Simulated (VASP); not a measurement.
# K2Ge (P-3m1) in VASP: single point with PBE

Aim: the single point of K2Ge with PBE.

All numbers are computed with VASP 6.6.1; they aren't measurements. Logs are shortened: lines on timing, memory, paths and dates and some standing lists are left out, and cuts for length are marked.

### Step 1. The cell of the first run

Symmetry: P-3m1, No. 164, trigonal system. Conventional cell: a = 4.791 Å, b = 4.791 Å, c = 4.717 Å, α = 90.00°, β = 90.00°, γ = 120.00°. Within 3.7 Å of K (site symmetry 3m) lie 3 K at 2.77 Å and 6 Ge at 3.59 to 3.68 Å. Within 4.7 Å of Ge (site symmetry -3m) lie 12 K at 3.59 to 3.68 Å.

### Step 2. Single point, PBE

The input, INCAR:

```
ALGO = Fast ; EDIFF = 1E-6
ENCUT = 520 ; GGA = PE
ISIF = 2 ; ISMEAR = 0
LASPH = T ; LCHARG = T
LELF = T ; LREAL = F
LVHAR = T ; LWAVE = F
NBANDS = 23 ; NELM = 100
PREC = Accurate ; SIGMA = 0.1
```

The input, KPOINTS:

```
k-points
0
Gamma
  6 6 4
```

The input, POSCAR:

```
K2Ge
1.0
    4.7908410400      0.0000000000      0.0000000000
   -2.3954205200      4.1489900400      0.0000000000
    0.0000000000      0.0000000000      4.7165042900
K Ge
2 1
Direct
    0.6666666700      0.3333333300      0.5157329400
    0.3333333300      0.6666666700      0.4842670600
    0.0000000000      0.0000000000      0.0000000000
```

Potentials or basis: VASP PAW PBE potentials, release 64 (K_sv, Ge_d).

Run with:

```console
> cat potpaw_PBE.64/K_sv/POTCAR potpaw_PBE.64/Ge_d/POTCAR > POTCAR
> mpirun -np 1 vasp_std > vasp.out
```

OUTCAR:

```text
EDIFF = 1E-6
   ENCUT = 520
   GGA = PE
   ISIF = 2
   ISMEAR = 0
   LASPH = T
   LREAL = F
   NELM = 100
   PREC = Accurate

 ion  position               nearest neighbor table
   1  0.667  0.333  0.516-   2 2.77   2 2.77   2 2.77
   2  0.333  0.667  0.484-   1 2.77   1 2.77   1 2.77
   3  0.000  0.000  0.000-

  LATTYP: Found a hexagonal cell.
 ALAT       =     4.7908410400
 C/A-ratio  =     0.9844835699

  Lattice vectors:

 A1 = (   4.7908410400,   0.0000000000,   0.0000000000)
 A2 = (  -2.3954205200,   4.1489900400,   0.0000000000)
 A3 = (   0.0000000000,   0.0000000000,   4.7165042900)

Analysis of symmetry for initial positions (statically):
=====================================================================
 Subroutine PRICEL returns:
 Original cell was already a primitive cell.

 Routine SETGRP: Setting up the symmetry group for a
 hexagonal supercell.

 Subroutine GETGRP returns: Found 12 space group operations
 (whereof 12 operations were pure point group operations)
 out of a pool of 24 trial point group operations.

The static configuration has the point symmetry D_3d.

Analysis of symmetry for dynamics (positions and initial velocities):
=====================================================================
 Subroutine PRICEL returns:
 Original cell was already a primitive cell.

 Routine SETGRP: Setting up the symmetry group for a
 hexagonal supercell.

 Subroutine GETGRP returns: Found 12 space group operations
 (whereof 12 operations were pure point group operations)
 out of a pool of 24 trial point group operations.

The dynamic configuration has the point symmetry D_3d.

 Subroutine INISYM returns: Found 12 space group operations
 (whereof 12 operations are pure point group operations),
 and found     1 'primitive' translations

----------------------------------------------------------------------------------------

                                     Primitive cell

  volume of cell :      93.7507

  direct lattice vectors                    reciprocal lattice vectors
     4.790841040  0.000000000  0.000000000     0.208731618  0.120511256  0.000000000
    -2.395420520  4.148990040  0.000000000     0.000000000  0.241022512  0.000000000
     0.000000000  0.000000000  4.716504290     0.000000000  0.000000000  0.212021433

  length of vectors
     4.790841040  4.790841035  4.716504290     0.241022511  0.241022512  0.212021433

  position of ions in fractional coordinates (direct lattice)
     0.666666670  0.333333330  0.515732940
     0.333333330  0.666666670  0.484267060
     0.000000000  0.000000000  0.000000000

  ion indices of the primitive-cell ions
   primitive index   ion index
                 1           1
                 2           2
                 3           3

----------------------------------------------------------------------------------------

 KPOINTS: k-points

Automatic generation of k-mesh.
 Grid dimensions read from file:
 generate k-points for:    6    6    4

 Generating k-lattice:

  Cartesian coordinates                     Fractional coordinates (reciprocal lattice)
     0.034788603  0.020085209  0.000000000     0.166666667  0.000000000  0.000000000
     0.000000000  0.040170419  0.000000000     0.000000000  0.166666667  0.000000000
     0.000000000  0.000000000  0.053005358     0.000000000  0.000000000  0.250000000

  Length of vectors
     0.040170419  0.040170419  0.053005358

  Shift w.r.t. Gamma in fractional coordinates (k-lattice)
     0.000000000  0.000000000  0.000000000

 Subroutine IBZKPT returns following result:
 ===========================================

 Found     24 irreducible k-points:

 Following reciprocal coordinates:
            Coordinates               Weight
  0.000000  0.000000  0.000000      1.000000
  0.166667  0.000000  0.000000      6.000000
  0.333333  0.000000  0.000000      6.000000
  0.500000  0.000000  0.000000      3.000000
  0.166667  0.166667  0.000000      6.000000
  0.333333  0.166667  0.000000     12.000000
[... 16 lines left out ...]
  0.333333  0.166667  0.500000     12.000000
  0.333333  0.333333  0.500000      2.000000
   k-points           NKPTS =     24   k-points in BZ     NKDIM =     24   number of bands    NBANDS=     23
   number of dos      NEDOS =    301   number of ions     NIONS =      3
   total plane-waves  NPLWV =  46656
   dimension x,y,z NGX =    36 NGY =   36 NGZ =   36
   dimension x,y,z NGXF=    72 NGYF=   72 NGZF=   72
   ions per type =               2   1
   NGX,Y,Z   is equivalent  to a cutoff of  12.49, 12.49, 12.69 a.u.
   NGXF,Y,Z  is equivalent  to a cutoff of  24.98, 24.98, 25.38 a.u.
 SYSTEM =  unknown system
   PREC   = accura    normal or accurate (medium, high low for compatibility)
   ISTART =      0    job   : 0-new  1-cont  2-samecut
   ICHARG =      2    charge: 1-file 2-atom 10-const
   ISPIN  =      1    spin polarized calculation?
   LNONCOLLINEAR =      F non collinear calculations
   LSORBIT =      F    spin-orbit coupling
   LASPH  =      T    aspherical Exc in radial PAW
   ENCUT  =  520.0 eV  38.22 Ry    6.18 a.u.   8.91  8.91  8.77*2*pi/ulx,y,z
   NELM   =    100;   NELMIN=  2; NELMDL= -5     # of ELM steps
   EDIFF  = 0.1E-05   stopping-criterion for ELM
   LREAL  =      F    real-space projection
   EDIFFG = 0.1E-04   stopping-criterion for IOM
   NSW    =      0    number of steps for IOM
   IBRION =     -1    ionic relax: 0-MD 1-quasi-New 2-CG
   NFREE  =      0    steps in history (QN), initial steepest desc. (CG)
   ISIF   =      2    stress and relaxation
   ISYM   =      2    0-nonsym 1-usesym 2-fastsym
   POTIM  = 0.5000    time-step for ionic-motion
   TEBEG  =    0.0;   TEEND  =   0.0 temperature during run
   PSTRESS=    0.0 pullay stress
   NELECT =      32.0000    total number of electrons
   NUPDOWN=      -1.0000    fix difference up-down
   EMIN   =  10.00;   EMAX   =-10.00  energy-range for DOS
   EFERMI =   0.00;   METHOD = LEGACY
   ISMEAR =     0;   SIGMA  =   0.10  broadening in eV -4-tet -1-fermi 0-gaus
   EFERMI_NEDOS =   21; number of points for ismear=-14 and -15
   IALGO  =     68    algorithm
   IMIX   =      4    mixing-type and parameters
     AMIX     =   0.40;   BMIX     =  1.00
     AMIX_MAG =   1.60;   BMIX_MAG =  1.00
  volume/ion in A,a.u.               =      31.25       210.89
  Fermi-wavevector in a.u.,A,eV,Ry     =   1.144107  2.162049 17.809770  1.308981
  Thomas-Fermi vector in A             =   2.280800
   LORBIT       =      0    0 simple, 1 ext, 2 COOP (PROOUT), +10 PAW based schemes
   GGA     = PE    functional components
   LHFCALC =     F    Hartree Fock is set to
   AEXX    =    0.0000 exact exchange contribution
   IVDW    =     0    specifies the selected vdW correction
   LEPSILON=     F    determine dielectric tensor
   LRPA    =     F    only Hartree local field effects (RPA)
 non-spin polarized calculation
 RMM-DIIS sequential band-by-band and
 Gauss-broadening in eV      SIGMA  =   0.10
  energy-cutoff  :      520.00
  volume of cell :       93.75
 maximum number of plane-waves:      2543
   NGX = 17   NGY = 17   NGZ = 17

 number of electron      32.0000016 magnetization

 Free energy of the ion-electron system (eV)
  ---------------------------------------------------
  ext. energy  EPLUGINS =         0.00000000
  ---------------------------------------------------
  free energy    TOTEN  =        -4.85468556 eV

  energy without entropy =       -4.84722070  energy(sigma->0) =       -4.85095313

 E-fermi :   1.7919     XC(G=0):  -8.3799

 val. band max:        1.6819829191   @ k =   0.3333   0.1667   0.0000
 cond. band min:       1.8223666364   @ k =   0.5000   0.0000   0.5000
 fundamental gap:      0.1403837173
 Fermi energy:         1.7919486489

 k-point     1 :       0.0000    0.0000    0.0000
  band No.  band energies     occupation
      1     -30.2994      2.00000
      2     -29.6096      2.00000
      3     -22.2060      2.00000
      4     -22.2060      2.00000
      5     -22.1813      2.00000
      6     -22.1813      2.00000
[... 15 lines left out ...]
     22       7.4226      0.00000
     23       7.5054      0.00000

 k-point     2 :       0.1667    0.0000    0.0000
  band No.  band energies     occupation
      1     -30.2611      2.00000
      2     -29.6531      2.00000
      3     -22.2060      2.00000
      4     -22.2059      2.00000
      5     -22.1814      2.00000
      6     -22.1813      2.00000
[... 15 lines left out ...]
     22       6.4532      0.00000
     23       7.0201      0.00000

 k-point     3 :       0.3333    0.0000    0.0000
  band No.  band energies     occupation
      1     -30.1609      2.00000
      2     -29.7634      2.00000
      3     -22.2059      2.00000
      4     -22.2056      2.00000
      5     -22.1815      2.00000
      6     -22.1814      2.00000
[... 15 lines left out ...]
     22       6.4936      0.00000
     23       6.6988      0.00000

 k-point     4 :       0.5000    0.0000    0.0000
  band No.  band energies     occupation
      1     -30.0793      2.00000
      2     -29.8501      2.00000
      3     -22.2059      2.00000
      4     -22.2054      2.00000
      5     -22.1816      2.00000
      6     -22.1814      2.00000
[... 15 lines left out ...]
     22       6.5310      0.00000
     23       7.0229      0.00000

 k-point     5 :       0.1667    0.1667    0.0000
  band No.  band energies     occupation
      1     -30.1905      2.00000
      2     -29.7313      2.00000
      3     -22.2059      2.00000
      4     -22.2057      2.00000
      5     -22.1815      2.00000
      6     -22.1814      2.00000
[... 434 lines left out ...]
 k-point    22 :       0.1667    0.1667    0.5000
  band No.  band energies     occupation
      1     -30.1890      2.00000
      2     -29.7303      2.00000
      3     -22.2059      2.00000
      4     -22.2056      2.00000
      5     -22.1816      2.00000
      6     -22.1816      2.00000
[... 15 lines left out ...]
     22       7.3436      0.00000
     23       7.8077      0.00000

 k-point    23 :       0.3333    0.1667    0.5000
  band No.  band energies     occupation
      1     -30.0780      2.00000
      2     -29.8490      2.00000
      3     -22.2059      2.00000
      4     -22.2055      2.00000
      5     -22.1817      2.00000
      6     -22.1816      2.00000
[... 15 lines left out ...]
     22       7.5861      0.00000
     23       7.8220      0.00000

 k-point    24 :       0.3333    0.3333    0.5000
  band No.  band energies     occupation
      1     -29.9647      2.00000
      2     -29.9647      2.00000
      3     -22.2056      2.00000
      4     -22.2056      2.00000
      5     -22.1816      2.00000
      6     -22.1816      2.00000
[... 15 lines left out ...]
     22       7.5329      0.00000
     23       7.5345      0.00000

------------------------ aborting loop because EDIFF is reached ----------------------------------------

  FORCE on cell =-STRESS in cart. coord.  units (eV):
  Direction    XX          YY          ZZ          XY          YZ          ZX
  --------------------------------------------------------------------------------------
  -------------------------------------------------------------------------------------
  Total        3.8306718      3.8306718     -2.3963330      0.0000000     -0.0000000     -0.0000000
  in kB       65.4652961     65.4652959    -40.9527779      0.0000000     -0.0000000     -0.0000000
  external PRESSURE =      29.9926047 kB  Pullay stress =       0.0000000 kB

 VOLUME and BASIS-vectors are now :
 -----------------------------------------------------------------------------
  energy-cutoff  :      520.00
  volume of cell :       93.75
      direct lattice vectors                 reciprocal lattice vectors
     4.790841040  0.000000000  0.000000000     0.208731618  0.120511256  0.000000000
    -2.395420520  4.148990040  0.000000000     0.000000000  0.241022512  0.000000000
     0.000000000  0.000000000  4.716504290     0.000000000  0.000000000  0.212021433

 POSITION                                       TOTAL-FORCE (eV/Angst)
 -----------------------------------------------------------------------------------
      2.39542      1.38300      2.43246        -0.000000      0.000000      0.155811
     -0.00000      2.76599      2.28405         0.000000     -0.000000     -0.155811
      0.00000      0.00000      0.00000        -0.000000      0.000000      0.000000
 -----------------------------------------------------------------------------------
    total drift:                                0.000000      0.000000      0.000000

  FREE ENERGIE OF THE ION-ELECTRON SYSTEM (eV)
  ---------------------------------------------------
  free  energy   TOTEN  =        -4.8546855649 eV

  energy  without entropy=       -4.8472207026  energy(sigma->0) =       -4.85095313
```

It took 1.8 min on 1 thread of Intel Xeon Platinum 8488C (Sapphire Rapids), shared host; peak memory 0.22 GiB.

Results:

| Item | Value |
| --- | --- |
| Free energy | -4.8547 eV |
| Pressure | 3.0 GPa |
| Largest force | 0.156 eV/Å |
| Band gap on the k mesh | zero (band 16 reaches 2.78 eV, above the bottom of band 17 at 1.16 eV) |

Forces on the atoms (eV/Å):
```
K    0.000  0.000  0.156
K    0.000  0.000 -0.156
Ge   0.000  0.000  0.000
```
